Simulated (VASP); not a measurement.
# NaH (Fm-3m) in VASP: elastic constants with PBEsol

Aim: the elastic constants of NaH with PBEsol.

All numbers are computed with VASP 6.6.1; they aren't measurements. Logs are shortened: lines on timing, memory, paths and dates and some standing lists are left out, and cuts for length are marked.

## (1) The cell of the first run

The structure is cubic, space group Fm-3m (No. 225). The conventional cell has a = 4.792 Å, b = 4.792 Å, c = 4.792 Å, α = 90.00°, β = 90.00°, γ = 90.00°. Na (site symmetry m-3m) has 6 H at 2.40 Å within 3.2 Å. Within 3.2 Å of H (site symmetry m-3m) lie 6 Na at 2.40 Å.

## (2) Elastic constants, PBEsol

The input, INCAR:

```
ALGO = Normal
EDIFF = 1E-8
ENCUT = 600
GGA = PS
IBRION = 6
ISIF = 3
ISMEAR = 0
LASPH = T
LCHARG = F
LREAL = F
LWAVE = F
NBANDS = 11
NELM = 80
NFREE = 2
NSW = 1
POTIM = 0.015
PREC = Accurate
SIGMA = 0.01
```

The input, KPOINTS:

```
k-points
0
Gamma
  8 8 8
```

The input, POSCAR:

```
NaH
1.0
    0.0000000000      2.3960000000      2.3960000000
    2.3960000000      0.0000000000      2.3960000000
    2.3960000000      2.3960000000      0.0000000000
Na H
1 1
Direct
    0.0000000000      0.0000000000      0.0000000000
    0.5000000000      0.5000000000      0.5000000000
```

Potentials or basis: VASP PAW PBE potentials, release 64 (Na_pv, H).

Command:

```bash
cat potpaw_PBE.64/Na_pv/POTCAR potpaw_PBE.64/H/POTCAR > POTCAR
mpirun -np 1 vasp_std > vasp.out
```

OUTCAR:

```text
EDIFF = 1E-8
   ENCUT = 600
   GGA = PS
   IBRION = 6
   ISIF = 3
   ISMEAR = 0
   LASPH = T
   LREAL = F
   NELM = 80
   NFREE = 2
   NSW = 1
   POTIM = 0.015
   PREC = Accurate

 ion  position               nearest neighbor table
   1  0.000  0.000  0.000-
   2  0.500  0.500  0.500-

  LATTYP: Found a face centered cubic cell.
 ALAT       =     4.7920000000

  Lattice vectors:

 A1 = (   0.0000000000,   2.3960000000,   2.3960000000)
 A2 = (   2.3960000000,   0.0000000000,   2.3960000000)
 A3 = (   2.3960000000,   2.3960000000,   0.0000000000)

Analysis of symmetry for initial positions (statically):
=====================================================================
 Subroutine PRICEL returns:
 Original cell was already a primitive cell.

 Routine SETGRP: Setting up the symmetry group for a
 face centered cubic supercell.

 Subroutine GETGRP returns: Found 48 space group operations
 (whereof 48 operations were pure point group operations)
 out of a pool of 48 trial point group operations.

The static configuration has the point symmetry O_h .

Analysis of symmetry for dynamics (positions and initial velocities):
=====================================================================
 Subroutine PRICEL returns:
 Original cell was already a primitive cell.

 Routine SETGRP: Setting up the symmetry group for a
 face centered cubic supercell.

 Subroutine GETGRP returns: Found 48 space group operations
 (whereof 48 operations were pure point group operations)
 out of a pool of 48 trial point group operations.

The dynamic configuration has the point symmetry O_h .

 Subroutine INISYM returns: Found 48 space group operations
 (whereof 48 operations are pure point group operations),
 and found     1 'primitive' translations

----------------------------------------------------------------------------------------

                                     Primitive cell

  volume of cell :      27.5100

  direct lattice vectors                    reciprocal lattice vectors
     0.000000000  2.396000000  2.396000000    -0.208681135  0.208681135  0.208681135
     2.396000000  0.000000000  2.396000000     0.208681135 -0.208681135  0.208681135
     2.396000000  2.396000000  0.000000000     0.208681135  0.208681135 -0.208681135

  length of vectors
     3.388455695  3.388455695  3.388455695     0.361446329  0.361446329  0.361446329

  position of ions in fractional coordinates (direct lattice)
     0.000000000  0.000000000  0.000000000
     0.500000000  0.500000000  0.500000000

  ion indices of the primitive-cell ions
   primitive index   ion index
                 1           1
                 2           2

----------------------------------------------------------------------------------------

 KPOINTS: k-points

Automatic generation of k-mesh.
 Grid dimensions read from file:
 generate k-points for:    8    8    8

 Generating k-lattice:

[... 103 lines left out ...]

 Free energy of the ion-electron system (eV)
  ---------------------------------------------------
  ext. energy  EPLUGINS =         0.00000000
  ---------------------------------------------------
  free energy    TOTEN  =        -5.08621005 eV

  energy without entropy =       -5.08621005  energy(sigma->0) =       -5.08621005

------------------------ aborting loop because EDIFF is reached ----------------------------------------

  FORCE on cell =-STRESS in cart. coord.  units (eV):
  Direction    XX          YY          ZZ          XY          YZ          ZX
  --------------------------------------------------------------------------------------
  -------------------------------------------------------------------------------------
  Total        0.0027997      0.0027997      0.0027997      0.0000000      0.0000000      0.0000000
  in kB        0.1630559      0.1630559      0.1630559      0.0000000      0.0000000      0.0000000
  external PRESSURE =       0.1630559 kB  Pullay stress =       0.0000000 kB
[... 89 lines left out ...]
  FREE ENERGIE OF THE ION-ELECTRON SYSTEM (eV)
  ---------------------------------------------------
  free  energy   TOTEN  =        -5.0852040512 eV

  energy  without entropy=       -5.0852040512  energy(sigma->0) =       -5.08520405

[... ionic steps 4 to 14 ...]

--------------------------------------- Ionic step       15  -------------------------------------------

 number of electron       7.9999997 magnetization

------------------------ aborting loop because EDIFF is reached ----------------------------------------
[... 67 lines left out ...]
--------------------------------------- Ionic step       17  -------------------------------------------

 number of electron       7.9999992 magnetization

 Free energy of the ion-electron system (eV)
  ---------------------------------------------------
  ext. energy  EPLUGINS =         0.00000000
  ---------------------------------------------------
  free energy    TOTEN  =        -5.08610087 eV

  energy without entropy =       -5.08610087  energy(sigma->0) =       -5.08610087

 E-fermi :  -0.9656     XC(G=0):  -7.9762

 val. band max:       -1.0123789233   @ k =   0.5000   0.2500  -0.2500
 cond. band min:       2.5913805047   @ k =   0.5000   0.0000   0.0000
 fundamental gap:      3.6037594279
 Fermi energy:        -0.9656449786

 k-point     1 :       0.0000    0.0000    0.0000
  band No.  band energies     occupation
      1     -22.9688      2.00000
      2     -22.9688      2.00000
      3     -22.9688      2.00000
      4      -4.8092      2.00000
      5       9.6242      0.00000
      6      14.5715      0.00000
      7      14.5715      0.00000
      8      14.5725      0.00000
      9      15.5831      0.00000
     10      15.5832      0.00000
     11      15.5832      0.00000
[... 309 lines left out ...]
 k-point    24 :      -0.3750    0.2500    0.1250
  band No.  band energies     occupation
      1     -23.0579      2.00000
      2     -23.0074      2.00000
      3     -22.9898      2.00000
      4      -1.5295      2.00000
      5       3.3835      0.00000
      6       6.7123      0.00000
      7      10.0045      0.00000
      8      14.0022      0.00000
      9      15.2146      0.00000
     10      18.4920      0.00000
     11      20.6376      0.00000

 [... further k-points ...]
[... 5 lines left out ...]
  --------------------------------------------------------------------------------------
  -------------------------------------------------------------------------------------
  Total        0.0041406      0.0027312      0.0027312      0.0000000     -0.0000000      0.0000000
  in kB        0.2411453      0.1590641      0.1590641      0.0000000     -0.0000000      0.0000000
  external PRESSURE =       0.1864245 kB  Pullay stress =       0.0000000 kB
[... 17 lines left out ...]
  FREE ENERGIE OF THE ION-ELECTRON SYSTEM (eV)
  ---------------------------------------------------
  free  energy   TOTEN  =        -5.0861008693 eV

  energy  without entropy=       -5.0861008693  energy(sigma->0) =       -5.08610087

 INTERNAL STRAIN TENSORS FROM STRAINED CELLS
 ============================================

 INTERNAL STRAIN TENSOR FOR ION    1 for displacements in x,y,z  (eV/Angst):
          X           Y           Z          XY          YZ          ZX
  --------------------------------------------------------------------------------
  x     0.00000     0.00000    -0.00000     0.00000    -0.00000    -0.00000
  y    -0.00000     0.00000     0.00000     0.00000     0.00000     0.00000
  z     0.00000    -0.00000    -0.00000     0.00000     0.00000     0.00000

 INTERNAL STRAIN TENSORS FROM DISPLACED ATOMS
 ============================================

 INTERNAL STRAIN TENSOR FOR ION    1 for displacements in x,y,z  (eV/Angst):
          X           Y           Z          XY          YZ          ZX
  --------------------------------------------------------------------------------
  x     0.00000     0.00000     0.00000     0.00000     0.00000     0.00000
  y     0.00000     0.00000     0.00000     0.00000     0.00000     0.00000
  z     0.00000     0.00000     0.00000     0.00000     0.00000     0.00000

 INTERNAL STRAIN TENSOR FOR ION    2 for displacements in x,y,z  (eV/Angst):
          X           Y           Z          XY          YZ          ZX
  --------------------------------------------------------------------------------
  x     0.00000     0.00000     0.00000     0.00000     0.00000     0.00000
  y     0.00000     0.00000     0.00000     0.00000     0.00000     0.00000
  z     0.00000     0.00000     0.00000     0.00000     0.00000     0.00000

 Eigenvectors and eigenvalues of the dynamical matrix
 ----------------------------------------------------

   1 f  =   15.719613 THz    98.769242 2PiTHz  524.349850 cm-1    65.011067 meV
             X         Y         Z           dx          dy          dz
      0.000000  0.000000  0.000000     0.000000    0.000000   -0.202063
      2.396000  2.396000  2.396000     0.000000    0.000000    0.979372
[... 21 lines left out ...]
   6 f/i=    0.033768 THz     0.212170 2PiTHz    1.126378 cm-1     0.139653 meV
             X         Y         Z           dx          dy          dz
      0.000000  0.000000  0.000000     0.009641   -0.010362   -0.979270
      2.396000  2.396000  2.396000     0.001989   -0.002138   -0.202042

--------------------------------------------------------------------------------------------------------

 ELASTIC MODULI CONTR FROM IONIC RELAXATION (kBar)
 Direction    XX          YY          ZZ          XY          YZ          ZX
 --------------------------------------------------------------------------------
 XX           0.0000      0.0000      0.0000      0.0000      0.0000      0.0000
 YY           0.0000      0.0000      0.0000      0.0000      0.0000      0.0000
 ZZ           0.0000      0.0000      0.0000      0.0000      0.0000      0.0000
 XY           0.0000      0.0000      0.0000      0.0000      0.0000      0.0000
 YZ           0.0000      0.0000      0.0000      0.0000      0.0000      0.0000
 ZX           0.0000      0.0000      0.0000      0.0000      0.0000      0.0000
 --------------------------------------------------------------------------------

 TOTAL ELASTIC MODULI (kBar)
 Direction    XX          YY          ZZ          XY          YZ          ZX
 --------------------------------------------------------------------------------
 XX         476.0417    121.6733    121.6733      0.0000     -0.0000      0.0000
 YY         121.6733    476.0417    121.6733      0.0000     -0.0000      0.0000
 ZZ         121.6733    121.6733    476.0417      0.0000     -0.0000      0.0000
 XY           0.0000      0.0000      0.0000    223.7196      0.0000      0.0000
 YZ          -0.0000     -0.0000     -0.0000      0.0000    223.7196      0.0000
 ZX           0.0000      0.0000      0.0000      0.0000      0.0000    223.7196
 --------------------------------------------------------------------------------
```

Run time: 5.6 min. Hardware: 1 thread of Intel Xeon Platinum 8259CL at 2.50GHz (Skylake/Cascade Lake), shared host; peak memory 0.22 GiB.

Results:

| Property | Result |
| --- | --- |
| Elastic constants C11, C12, C44 | 48, 12, 22 GPa |
| Voigt bulk modulus | 24 GPa |
| Highest phonon frequency at Γ, LO-TO splitting left out | 524 cm⁻¹ |

Phonon frequencies in cm⁻¹ (negative: imaginary):
```csv
q point,frequencies
"(0.000, 0.000, 0.000)",-1 -1 -1 524 524 524
```

Elastic tensor in Voigt notation (GPa, in the Cartesian axes of the cell as first typed):
```
48 12 12  0  0  0
12 48 12  0  0  0
12 12 48  0  0  0
 0  0  0 22  0  0
 0  0  0  0 22  0
 0  0  0  0  0 22
```

Clamped-ion elastic tensor (GPa):
```
48 12 12  0  0  0
12 48 12  0  0  0
12 12 48  0  0  0
 0  0  0 22  0  0
 0  0  0  0 22  0
 0  0  0  0  0 22
```

Caveat: the PAW data sets were made with another functional, which shifts forces and pressure a little.
